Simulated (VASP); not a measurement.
# Pb (Cmcm) in VASP: single point with PBE

Aim: the single point of Pb with PBE.

Everything below comes from runs of VASP 6.6.1. Logs are shortened: lines on timing, memory, paths and dates and some standing lists are left out, and cuts for length are marked.

## Step 1: The cell of the first run

The structure is orthorhombic, space group Cmcm (No. 63). The conventional cell has a = 3.651 Å, b = 5.851 Å, c = 5.994 Å, α = 90.00°, β = 90.00°, γ = 90.00°. Within 4.5 Å of Pb (site symmetry m2m) lie 12 Pb at 3.45 to 3.65 Å.

## Step 2: Single point, PBE (strained)

Contents of INCAR:

```
ALGO = Fast
EDIFF = 1E-7
ENCUT = 520
GGA = PE
ISIF = 2
ISMEAR = 0
LASPH = T
LCHARG = F
LREAL = F
LWAVE = F
NBANDS = 21
NELM = 100
PREC = Accurate
SIGMA = 0.1
```

Contents of KPOINTS:

```
k-points
0
Gamma
  12 12 6
```

Contents of POSCAR:

```
Pb
1.0
    3.6506947245      0.0000000000      0.0000000000
   -1.8253473622      2.9252546076      0.0000000000
    0.0000000000      0.0000000000      5.9936539000
Pb
2
Direct
    0.3283561768      0.6567123537      0.2500000000
    0.6716438232      0.3432876463      0.7500000000
```

Potentials or basis: VASP PAW PBE potentials, release 64 (Pb_d).

Run with:

```console
cat potpaw_PBE.64/Pb_d/POTCAR > POTCAR
mpirun -np 1 vasp_std > vasp.out
```

OUTCAR:

```text
EDIFF = 1E-7
   ENCUT = 520
   GGA = PE
   ISIF = 2
   ISMEAR = 0
   LASPH = T
   LREAL = F
   NELM = 100
   PREC = Accurate

 ion  position               nearest neighbor table
   1  0.328  0.657  0.250-   2 3.61   2 3.61   2 3.63   2 3.63   2 3.63   2 3.63
   2  0.672  0.343  0.750-   1 3.61   1 3.61   1 3.63   1 3.63   1 3.63   1 3.63

  Warning from LATTYP: Monoclinic adjustment (A1->A3, A2->A1, A3->A2)!
  LATTYP: Found a base centered orthorhombic cell.
 ALAT       =     3.6506947245
 B/A-ratio  =     1.6025742103
 C/A-ratio  =     1.6417844691

  Lattice vectors:

 A1 = (   1.8253473622,  -2.9252546076,   0.0000000000)
 A2 = (   1.8253473623,   2.9252546076,   0.0000000000)
 A3 = (   0.0000000000,   0.0000000000,   5.9936539000)

Analysis of symmetry for initial positions (statically):
=====================================================================
 Subroutine PRICEL returns:
 Original cell was already a primitive cell.

 Routine SETGRP: Setting up the symmetry group for a
 base centered orthorhombic supercell.

 Subroutine GETGRP returns: Found  8 space group operations
 (whereof  4 operations were pure point group operations)
 out of a pool of  8 trial point group operations.

The static configuration has the point symmetry C_2h.
 The point group associated with its full space group is D_2h.

Analysis of symmetry for dynamics (positions and initial velocities):
=====================================================================
 Subroutine PRICEL returns:
 Original cell was already a primitive cell.

 Routine SETGRP: Setting up the symmetry group for a
 base centered orthorhombic supercell.

 Subroutine GETGRP returns: Found  8 space group operations
 (whereof  4 operations were pure point group operations)
 out of a pool of  8 trial point group operations.

The dynamic configuration has the point symmetry C_2h.
 The point group associated with its full space group is D_2h.

 Subroutine INISYM returns: Found  8 space group operations
 (whereof  4 operations are pure point group operations),
 and found     1 'primitive' translations

----------------------------------------------------------------------------------------

                                     Primitive cell

  volume of cell :      64.0075

  direct lattice vectors                    reciprocal lattice vectors
     3.650694725  0.000000000  0.000000000     0.273920466  0.170925293  0.000000000
    -1.825347362  2.925254608  0.000000000     0.000000000  0.341850585  0.000000000
[... 83 lines left out ...]
   ENCUT  =  520.0 eV  38.22 Ry    6.18 a.u.   6.79  6.41 11.14*2*pi/ulx,y,z
   NELM   =    100;   NELMIN=  2; NELMDL= -5     # of ELM steps
   EDIFF  = 0.1E-06   stopping-criterion for ELM
   LREAL  =      F    real-space projection
   EDIFFG = 0.1E-05   stopping-criterion for IOM
   NSW    =      0    number of steps for IOM
   IBRION =     -1    ionic relax: 0-MD 1-quasi-New 2-CG
   NFREE  =      0    steps in history (QN), initial steepest desc. (CG)
   ISIF   =      2    stress and relaxation
   ISYM   =      2    0-nonsym 1-usesym 2-fastsym
   POTIM  = 0.5000    time-step for ionic-motion
   TEBEG  =    0.0;   TEEND  =   0.0 temperature during run
   PSTRESS=    0.0 pullay stress
   NELECT =      28.0000    total number of electrons
   NUPDOWN=      -1.0000    fix difference up-down
   EMIN   =  10.00;   EMAX   =-10.00  energy-range for DOS
   EFERMI =   0.00;   METHOD = LEGACY
   ISMEAR =     0;   SIGMA  =   0.10  broadening in eV -4-tet -1-fermi 0-gaus
   EFERMI_NEDOS =   21; number of points for ismear=-14 and -15
   IALGO  =     68    algorithm
   IMIX   =      4    mixing-type and parameters
     AMIX     =   0.40;   BMIX     =  1.00
     AMIX_MAG =   1.60;   BMIX_MAG =  1.00
  volume/ion in A,a.u.               =      32.00       215.97
  Fermi-wavevector in a.u.,A,eV,Ry     =   1.242750  2.348458 21.013224  1.544428
  Thomas-Fermi vector in A             =   2.377091
   LORBIT       =      0    0 simple, 1 ext, 2 COOP (PROOUT), +10 PAW based schemes
   GGA     = PE    functional components
   LHFCALC =     F    Hartree Fock is set to
   AEXX    =    0.0000 exact exchange contribution
   IVDW    =     0    specifies the selected vdW correction
   LEPSILON=     F    determine dielectric tensor
   LRPA    =     F    only Hartree local field effects (RPA)
 non-spin polarized calculation
 RMM-DIIS sequential band-by-band and
 Gauss-broadening in eV      SIGMA  =   0.10
  energy-cutoff  :      520.00
  volume of cell :       64.01
 maximum number of plane-waves:      1754
   NGX = 13   NGY = 13   NGZ = 23

 number of electron      28.0000004 magnetization

 Free energy of the ion-electron system (eV)
  ---------------------------------------------------
  ext. energy  EPLUGINS =         0.00000000
  ---------------------------------------------------
  free energy    TOTEN  =        -7.08619113 eV

  energy without entropy =       -7.07923021  energy(sigma->0) =       -7.08271067

 E-fermi :   6.6886     XC(G=0):  -9.9271

 val. band max:        6.6843988079   @ k =   0.2500   0.2500   0.3333
 cond. band min:       6.6903568120   @ k =   0.1667   0.1667   0.1667
 fundamental gap:      0.0059580041
 Fermi energy:         6.6885904799

 k-point     1 :       0.0000    0.0000    0.0000
  band No.  band energies     occupation
      1     -10.3963      2.00000
      2     -10.3863      2.00000
      3     -10.3863      2.00000
      4     -10.3765      2.00000
      5     -10.2817      2.00000
      6     -10.2715      2.00000
[... 565 lines left out ...]
     20      16.5927      0.00000
     21      18.8142      0.00000

 [... further k-points ...]

------------------------ aborting loop because EDIFF is reached ----------------------------------------

  FORCE on cell =-STRESS in cart. coord.  units (eV):
  Direction    XX          YY          ZZ          XY          YZ          ZX
  --------------------------------------------------------------------------------------
  -------------------------------------------------------------------------------------
  Total       -0.0321626      0.5604814     -0.6324888      0.0000000      0.0000000      0.0000000
  in kB       -0.8050639     14.0294595    -15.8318828      0.0000000      0.0000000      0.0000000
  external PRESSURE =      -0.8691624 kB  Pullay stress =       0.0000000 kB

 VOLUME and BASIS-vectors are now :
 -----------------------------------------------------------------------------
  energy-cutoff  :      520.00
  volume of cell :       64.01
      direct lattice vectors                 reciprocal lattice vectors
     3.650694725  0.000000000  0.000000000     0.273920466  0.170925293  0.000000000
    -1.825347362  2.925254608  0.000000000     0.000000000  0.341850585  0.000000000
     0.000000000  0.000000000  5.993653900     0.000000000  0.000000000  0.166843134

 POSITION                                       TOTAL-FORCE (eV/Angst)
 -----------------------------------------------------------------------------------
     -0.00000      1.92105      1.49841        -0.000000     -0.003475      0.000000
      1.82535      1.00420      4.49524         0.000000      0.003475     -0.000000
 -----------------------------------------------------------------------------------
    total drift:                                0.000000     -0.000000     -0.000000

  FREE ENERGIE OF THE ION-ELECTRON SYSTEM (eV)
  ---------------------------------------------------
  free  energy   TOTEN  =        -7.0861911339 eV

  energy  without entropy=       -7.0792302078  energy(sigma->0) =       -7.08271067
```

Wall time 2.1 min (1 thread of Intel Xeon 6975P-C (Granite Rapids), shared host); peak memory 0.31 GiB.

What came out:

```yaml
Free_energy: -7.0862 eV
Pressure: -0.1 GPa
Largest_force: 0.003 eV/Å
Band_gap_on_the_k_mesh: zero (bands 14 and 15 overlap by 7.09 eV)
```

Forces on the atoms (eV/Å):
```
Pb   0.000 -0.003  0.000
Pb   0.000  0.003  0.000
```

Caveat: the cell differs from its parent crystal (strained); spin-orbit coupling is left out, which moves the levels of the heavy elements.
